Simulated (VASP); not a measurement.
# Ta3Tc (Pm-3m) in VASP: further runs

Runs on Ta3Tc. Level: LDA. Tasks: relaxation of cell and atoms.

All numbers are computed with VASP 6.6.1; they aren't measurements. Logs are shortened: lines on timing, memory, paths and dates and some standing lists are left out, and cuts for length are marked.

### 1 The cell of the first run

It takes space group Pm-3m (No. 221, cubic). The conventional cell has a = 4.061 Å, b = 4.061 Å, c = 4.061 Å, α = 90.00°, β = 90.00°, γ = 90.00°. Tc (site symmetry m-3m) has 12 Ta at 2.87 Å within 3.8 Å. Ta (site symmetry 4/mmm) has 4 Tc at 2.87 Å and 8 Ta at 2.87 Å within 3.8 Å.

### 2 Relaxation of cell and atoms, LDA

INCAR

```
  PREC = Accurate
  ENCUT = 600
  EDIFF = 1E-7
  ISMEAR = -1
  SIGMA = 0.1
  LREAL = F
  LASPH = T
  NELM = 60
  ALGO = Normal
  ISIF = 3
  LWAVE = F
  LCHARG = F
  GGA = CA
  IBRION = 2
  NSW = 50
  EDIFFG = -0.01
```

KPOINTS

```
Automatic mesh
0
Gamma
  6 6 6
```

POSCAR

```
Ta3Tc
1.0
    4.0611764675      0.0000000000      0.0000000000
    0.0000000000      4.0611764675      0.0000000000
    0.0000000000      0.0000000000      4.0611764675
Tc Ta
1 3
Direct
    0.0000000000      0.0000000000      0.0000000000
    0.0000000000      0.5000000000      0.5000000000
    0.5000000000      0.0000000000      0.5000000000
    0.5000000000      0.5000000000      0.0000000000
```

Potentials or basis: VASP PAW LDA potentials, release 64 (Tc_pv, Ta_pv).

Launch:

```console
> cat potpaw_LDA.64/Tc_pv/POTCAR potpaw_LDA.64/Ta_pv/POTCAR > POTCAR
> mpirun -np 1 vasp_std > vasp.out
```

OUTCAR:

```text
PREC = Accurate
   ENCUT = 600
   EDIFF = 1E-7
   ISMEAR = -1
   LREAL = F
   LASPH = T
   NELM = 60
   ISIF = 3
   GGA = CA
   IBRION = 2
   NSW = 50
   EDIFFG = -0.01

 ion  position               nearest neighbor table
   1  0.000  0.000  0.000-   2 2.87   3 2.87   4 2.87   2 2.87   3 2.87   2 2.87   4 2.87   2 2.87
                             3 2.87   4 2.87   3 2.87   4 2.87
   2  0.000  0.500  0.500-   1 2.87   3 2.87   4 2.87   1 2.87   4 2.87   1 2.87   3 2.87   1 2.87
                             3 2.87   4 2.87   4 2.87   3 2.87
   3  0.500  0.000  0.500-   1 2.87   2 2.87   4 2.87   1 2.87   4 2.87   2 2.87   4 2.87   4 2.87
                             1 2.87   2 2.87   1 2.87   2 2.87
   4  0.500  0.500  0.000-   1 2.87   2 2.87   3 2.87   2 2.87   3 2.87   1 2.87   3 2.87   3 2.87
                             1 2.87   2 2.87   2 2.87   1 2.87

  LATTYP: Found a simple cubic cell.
 ALAT       =     4.0611764675

  Lattice vectors:

 A1 = (   4.0611764675,   0.0000000000,   0.0000000000)
 A2 = (   0.0000000000,   4.0611764675,   0.0000000000)
 A3 = (   0.0000000000,   0.0000000000,   4.0611764675)

Analysis of symmetry for initial positions (statically):
=====================================================================
 Subroutine PRICEL returns:
 Original cell was already a primitive cell.

 Routine SETGRP: Setting up the symmetry group for a
 simple cubic supercell.

 Subroutine GETGRP returns: Found 48 space group operations
 (whereof 48 operations were pure point group operations)
 out of a pool of 48 trial point group operations.

The static configuration has the point symmetry O_h .

Analysis of symmetry for dynamics (positions and initial velocities):
=====================================================================
 Subroutine PRICEL returns:
 Original cell was already a primitive cell.

 Routine SETGRP: Setting up the symmetry group for a
 simple cubic supercell.

 Subroutine GETGRP returns: Found 48 space group operations
 (whereof 48 operations were pure point group operations)
 out of a pool of 48 trial point group operations.

The dynamic configuration has the point symmetry O_h .

 Subroutine INISYM returns: Found 48 space group operations
 (whereof 48 operations are pure point group operations),
 and found     1 'primitive' translations

----------------------------------------------------------------------------------------

                                     Primitive cell

  volume of cell :      66.9816

  direct lattice vectors                    reciprocal lattice vectors
     4.061176468  0.000000000  0.000000000     0.246234067  0.000000000  0.000000000
     0.000000000  4.061176468  0.000000000     0.000000000  0.246234067  0.000000000
     0.000000000  0.000000000  4.061176468     0.000000000  0.000000000  0.246234067

  length of vectors
     4.061176468  4.061176468  4.061176468     0.246234067  0.246234067  0.246234067

  position of ions in fractional coordinates (direct lattice)
     0.000000000  0.000000000  0.000000000
     0.000000000  0.500000000  0.500000000
     0.500000000  0.000000000  0.500000000
     0.500000000  0.500000000  0.000000000

  ion indices of the primitive-cell ions
   primitive index   ion index
                 1           1
                 2           2
                 3           3
                 4           4

----------------------------------------------------------------------------------------

 KPOINTS: Automatic mesh

Automatic generation of k-mesh.
 Grid dimensions read from file:
 generate k-points for:    6    6    6

 Generating k-lattice:

  Cartesian coordinates                     Fractional coordinates (reciprocal lattice)
     0.041039011  0.000000000  0.000000000     0.166666667  0.000000000  0.000000000
     0.000000000  0.041039011  0.000000000     0.000000000  0.166666667  0.000000000
     0.000000000  0.000000000  0.041039011     0.000000000  0.000000000  0.166666667

  Length of vectors
     0.041039011  0.041039011  0.041039011

  Shift w.r.t. Gamma in fractional coordinates (k-lattice)
     0.000000000  0.000000000  0.000000000

 Subroutine IBZKPT returns following result:
 ===========================================

 Found     20 irreducible k-points:

 Following reciprocal coordinates:
            Coordinates               Weight
  0.000000  0.000000  0.000000      1.000000
  0.166667  0.000000  0.000000      6.000000
  0.333333  0.000000  0.000000      6.000000
  0.500000  0.000000  0.000000      3.000000
  0.166667  0.166667  0.000000     12.000000
  0.333333  0.166667  0.000000     24.000000
[... 12 lines left out ...]
  0.500000  0.500000  0.333333      6.000000
  0.500000  0.500000  0.500000      1.000000
   k-points           NKPTS =     20   k-points in BZ     NKDIM =     20   number of bands    NBANDS=     27
   number of dos      NEDOS =    301   number of ions     NIONS =      4
   total plane-waves  NPLWV =  32768
   dimension x,y,z NGX =    32 NGY =   32 NGZ =   32
   dimension x,y,z NGXF=    64 NGYF=   64 NGZF=   64
   ions per type =               1   3
   NGX,Y,Z   is equivalent  to a cutoff of  13.10, 13.10, 13.10 a.u.
   NGXF,Y,Z  is equivalent  to a cutoff of  26.20, 26.20, 26.20 a.u.
 SYSTEM =  unknown system
   PREC   = accura    normal or accurate (medium, high low for compatibility)
   ISTART =      0    job   : 0-new  1-cont  2-samecut
   ICHARG =      2    charge: 1-file 2-atom 10-const
   ISPIN  =      1    spin polarized calculation?
   LNONCOLLINEAR =      F non collinear calculations
   LSORBIT =      F    spin-orbit coupling
   LASPH  =      T    aspherical Exc in radial PAW
   ENCUT  =  600.0 eV  44.10 Ry    6.64 a.u.   8.11  8.11  8.11*2*pi/ulx,y,z
   NELM   =     60;   NELMIN=  2; NELMDL= -5     # of ELM steps
   EDIFF  = 0.1E-06   stopping-criterion for ELM
   LREAL  =      F    real-space projection
   EDIFFG = -.1E-01   stopping-criterion for IOM
   NSW    =     50    number of steps for IOM
   IBRION =      2    ionic relax: 0-MD 1-quasi-New 2-CG
   NFREE  =      1    steps in history (QN), initial steepest desc. (CG)
   ISIF   =      3    stress and relaxation
   ISYM   =      2    0-nonsym 1-usesym 2-fastsym
   POTIM  = 0.5000    time-step for ionic-motion
   TEBEG  =    0.0;   TEEND  =   0.0 temperature during run
   PSTRESS=    0.0 pullay stress
   NELECT =      46.0000    total number of electrons
   NUPDOWN=      -1.0000    fix difference up-down
   EMIN   =  10.00;   EMAX   =-10.00  energy-range for DOS
   EFERMI =   0.00;   METHOD = LEGACY
   ISMEAR =    -1;   SIGMA  =   0.10  broadening in eV -4-tet -1-fermi 0-gaus
   EFERMI_NEDOS =   21; number of points for ismear=-14 and -15
   IALGO  =     38    algorithm
   IMIX   =      4    mixing-type and parameters
     AMIX     =   0.40;   BMIX     =  1.00
     AMIX_MAG =   1.60;   BMIX_MAG =  1.00
  volume/ion in A,a.u.               =      16.75       113.00
  Fermi-wavevector in a.u.,A,eV,Ry     =   1.444360  2.729445 28.384162  2.086177
  Thomas-Fermi vector in A             =   2.562664
   LORBIT       =      0    0 simple, 1 ext, 2 COOP (PROOUT), +10 PAW based schemes
   GGA     = CA    functional components
   LHFCALC =     F    Hartree Fock is set to
   AEXX    =    0.0000 exact exchange contribution
   IVDW    =     0    specifies the selected vdW correction
   LEPSILON=     F    determine dielectric tensor
   LRPA    =     F    only Hartree local field effects (RPA)
 conjugate gradient relaxation of ions
 non-spin polarized calculation
  energy-cutoff  :      600.00
  volume of cell :       66.98
 maximum number of plane-waves:      2272
   NGX = 17   NGY = 17   NGZ = 17

--------------------------------------- Ionic step        1  -------------------------------------------

 number of electron      46.0000009 magnetization

 Free energy of the ion-electron system (eV)
  ---------------------------------------------------
  ext. energy  EPLUGINS =         0.00000000
  ---------------------------------------------------
  free energy    TOTEN  =       -49.36951927 eV

  energy without entropy =      -49.17993137  energy(sigma->0) =      -49.27472532

------------------------ aborting loop because EDIFF is reached ----------------------------------------

  FORCE on cell =-STRESS in cart. coord.  units (eV):
  Direction    XX          YY          ZZ          XY          YZ          ZX
  --------------------------------------------------------------------------------------
  -------------------------------------------------------------------------------------
  Total        0.3267570      0.3267570      0.3267570     -0.0000000      0.0000000      0.0000000
  in kB        7.8159171      7.8159171      7.8159171     -0.0000000      0.0000000      0.0000000
  external PRESSURE =       7.8159171 kB  Pullay stress =       0.0000000 kB

 VOLUME and BASIS-vectors are now :
 -----------------------------------------------------------------------------
  energy-cutoff  :      600.00
  volume of cell :       66.98
      direct lattice vectors                 reciprocal lattice vectors
     4.061176468  0.000000000  0.000000000     0.246234067  0.000000000  0.000000000
     0.000000000  4.061176468  0.000000000     0.000000000  0.246234067  0.000000000
     0.000000000  0.000000000  4.061176468     0.000000000  0.000000000  0.246234067
[... 39 lines left out ...]
 POSITION                                       TOTAL-FORCE (eV/Angst)
 -----------------------------------------------------------------------------------
      0.00000      0.00000      0.00000        -0.000000      0.000000      0.000000
     -0.00000      2.03859      2.03859        -0.000000      0.000000      0.000000
      2.03859     -0.00000      2.03859        -0.000000     -0.000000      0.000000
      2.03859      2.03859      0.00000         0.000000      0.000000      0.000000
 -----------------------------------------------------------------------------------
    total drift:                                0.000000     -0.000000     -0.000000

  FREE ENERGIE OF THE ION-ELECTRON SYSTEM (eV)
  ---------------------------------------------------
  free  energy   TOTEN  =       -49.3665446441 eV

  energy  without entropy=      -49.1772106310  energy(sigma->0) =      -49.27187764

--------------------------------------- Ionic step        3  -------------------------------------------

 number of electron      46.0000011 magnetization

 Free energy of the ion-electron system (eV)
  ---------------------------------------------------
  ext. energy  EPLUGINS =         0.00000000
  ---------------------------------------------------
  free energy    TOTEN  =       -49.37006148 eV

  energy without entropy =      -49.18054497  energy(sigma->0) =      -49.27530322

 E-fermi :   7.3442     XC(G=0): -13.1462

 val. band max:        7.3351395822   @ k =   0.5000   0.1667   0.0000
 cond. band min:       7.3742570520   @ k =   0.1667   0.1667   0.0000
 fundamental gap:      0.0391174699
 Fermi energy:         7.3442293802

 k-point     1 :       0.0000    0.0000    0.0000
  band No.  band energies     occupation
      1     -30.9452      2.00000
      2     -30.9452      2.00000
      3     -30.9452      2.00000
      4     -26.9562      2.00000
      5     -26.9562      2.00000
      6     -26.9562      2.00000
[... 19 lines left out ...]
     26      10.9298      0.00000
     27      10.9298      0.00000
[... 590 lines left out ...]
 POSITION                                       TOTAL-FORCE (eV/Angst)
 -----------------------------------------------------------------------------------
      0.00000      0.00000      0.00000         0.000000     -0.000000      0.000000
     -0.00000      2.03285      2.03285         0.000000      0.000000      0.000000
      2.03285     -0.00000      2.03285        -0.000000      0.000000      0.000000
      2.03285      2.03285      0.00000         0.000000     -0.000000      0.000000
 -----------------------------------------------------------------------------------
    total drift:                                0.000000     -0.000000     -0.000000

  FREE ENERGIE OF THE ION-ELECTRON SYSTEM (eV)
  ---------------------------------------------------
  free  energy   TOTEN  =       -49.3700614799 eV

  energy  without entropy=      -49.1805449671  energy(sigma->0) =      -49.27530322

 reached required accuracy - stopping structural energy minimisation
```

Run time: 73 s. Hardware: 1 thread of Intel Xeon Platinum 8375C at 2.90GHz (Ice Lake), shared host; peak memory 0.19 GiB.

What came out:

```
Free energy                            : -49.3701 eV
Relaxed volume                         : 16.80 Å³/atom
Relaxed cell                           : a = 4.066 Å, b = 4.066 Å, c = 4.066 Å, α = 90.00°, β = 90.00°, γ = 90.00°
Space group after relaxing (to 0.05 Å) : Pm-3m (No. 221)
Energy gained by relaxing              : 0.1 meV/atom
Ionic steps                            : 3
Pressure after relaxing                : 0.0 GPa
Band gap on the k mesh                 : zero (band 23 reaches 9.71 eV, above the bottom of band 24 at 6.20 eV)
```

The path:
```
step  energy change (eV)  largest force (eV/Å)  pressure (GPa)  volume (Å³)
   1              0.0000                0.0000            0.78        66.98
   2              0.0030                0.0000           -1.96        67.78
   3             -0.0005                0.0000            0.00        67.21
```

Final structure:
```
CELL_PARAMETERS angstrom
4.06569 0.00000 0.00000
0.00000 4.06569 0.00000
0.00000 0.00000 4.06569
ATOMIC_POSITIONS crystal
Tc 0.00000 0.00000 0.00000
Ta 0.00000 0.50000 0.50000
Ta 0.50000 0.00000 0.50000
Ta 0.50000 0.50000 0.00000
```

Caveat: spin-orbit coupling is left out, which moves the levels of the heavy elements.

### 3 Relaxation of cell and atoms, LDA

This run uses another cell than the first one, of 17.01 Å³/atom, 1.016 times its volume.

INCAR

```
SYSTEM = Ta3Tc
ALGO = Normal
EDIFF = 1E-7
EDIFFG = -0.01
ENCUT = 600
IBRION = 2
ISIF = 3
ISMEAR = -1
LASPH = .TRUE.
LCHARG = .FALSE.
LREAL = .FALSE.
LWAVE = .FALSE.
NELM = 100
NSW = 50
PREC = Accurate
SIGMA = 0.1
```

KPOINTS

```
k-points
0
G
  6 6 6
  0 0 0
```

POSCAR

```
Ta3Tc
1.0
    4.0825000000      0.0000000000      0.0000000000
    0.0000000000      4.0825000000      0.0000000000
    0.0000000000      0.0000000000      4.0825000000
Tc Ta
1 3
Direct
    0.0000000000      0.0000000000      0.0000000000
    0.0000000000      0.5000000000      0.5000000000
    0.5000000000      0.0000000000      0.5000000000
    0.5000000000      0.5000000000      0.0000000000
```

Potentials or basis: VASP PAW LDA potentials, release 64 (Tc_pv, Ta_pv).

Launch:

```console
> cat potpaw_LDA.64/Tc_pv/POTCAR potpaw_LDA.64/Ta_pv/POTCAR > POTCAR
> mpirun -np 1 vasp_std > vasp.out
```

Run time: 2.1 min. Hardware: 1 thread of Intel Xeon Platinum 8375C at 2.90GHz (Ice Lake), shared host; peak memory 0.21 GiB.

It converged, with:

* Free energy: -49.3702 eV
* Relaxed volume: 16.80 Å³/atom
* Relaxed cell: a = 4.066 Å, b = 4.066 Å, c = 4.066 Å, α = 90.00°, β = 90.00°, γ = 90.00°
* Space group after relaxing (to 0.05 Å): Pm-3m (No. 221)
* Energy gained by relaxing: 1.9 meV/atom
* Ionic steps: 3
* Pressure after relaxing: 0.0 GPa
* Band gap on the k mesh: zero (band 23 reaches 9.71 eV, above the bottom of band 24 at 6.20 eV)

The path:
```tsv
step	energy change (eV)	largest force (eV/Å)	pressure (GPa)	volume (Å³)
1	0.0000	0.0000	-2.84	68.04
2	0.0423	0.0000	7.84	65.12
3	-0.0075	0.0000	-0.04	67.21
```

Final structure:
```
CELL_PARAMETERS angstrom
4.06586 0.00000 0.00000
0.00000 4.06586 0.00000
0.00000 0.00000 4.06586
ATOMIC_POSITIONS crystal
Tc 0.00000 0.00000 0.00000
Ta 0.00000 0.50000 0.50000
Ta 0.50000 0.00000 0.50000
Ta 0.50000 0.50000 0.00000
```

Levels at points of the mesh, in eV from the Fermi level:
```
           k point  band 19  band 20  band 21  band 22  band 23  band 24  band 25  band 26  band 27
(0.00, 0.00, 0.00)    -4.05    -0.25    -0.25    -0.25     2.36     2.36     3.58     3.58     3.58
(0.50, 0.00, 0.00)    -1.86    -1.86    -1.31    -1.31    -0.41     0.73     1.51     1.51     1.61
(0.50, 0.50, 0.00)    -1.94    -1.48    -1.45    -1.30    -1.15    -1.15    -0.30     1.81     1.81
(0.50, 0.50, 0.50)    -0.55    -0.55    -0.55     0.08     0.08     0.08     1.14     1.14     1.14
```

Caveat: spin-orbit coupling is left out, which moves the levels of the heavy elements.
